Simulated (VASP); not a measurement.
A run of VASP 6.6.1:

File INCAR:

```
PREC = Accurate
ENCUT = 520
EDIFF = 1E-7
ISMEAR = 0
SIGMA = 0.15
LREAL = F
LASPH = T
NELM = 80
ALGO = Fast
ISIF = 2
LWAVE = F
LCHARG = F
GGA = PE
IVDW = 12
NBANDS = 12
```

Contents of KPOINTS:

```
regular mesh
0
Gamma
  18 18 18
```

File POSCAR:

```
Hg
1.0
   -1.9662102500      1.9662102500      1.8923709000
    1.9662102500     -1.9662102500      1.8923709000
    1.9662102500      1.9662102500     -1.8923709000
Hg
1
Direct
    0.0000000000      0.0000000000      0.0000000000
```

Potentials or basis: VASP PAW PBE potentials, release 64 (Hg).

The run is started by

```sh
$ cat potpaw_PBE.64/Hg/POTCAR > POTCAR
$ mpirun -np 1 vasp_std > vasp.out
```

Hardware: 1 thread of Intel(R) Xeon(R) 6975P-C (Granite Rapids), with other jobs on the host.

Task: Estimate the wall time of this run.

Result: Wall time 63 s on 1 thread of Intel(R) Xeon(R) 6975P-C (Granite Rapids) (shared host), peak memory 0.3 GiB. Counts: scf iterations 12, k points 480.
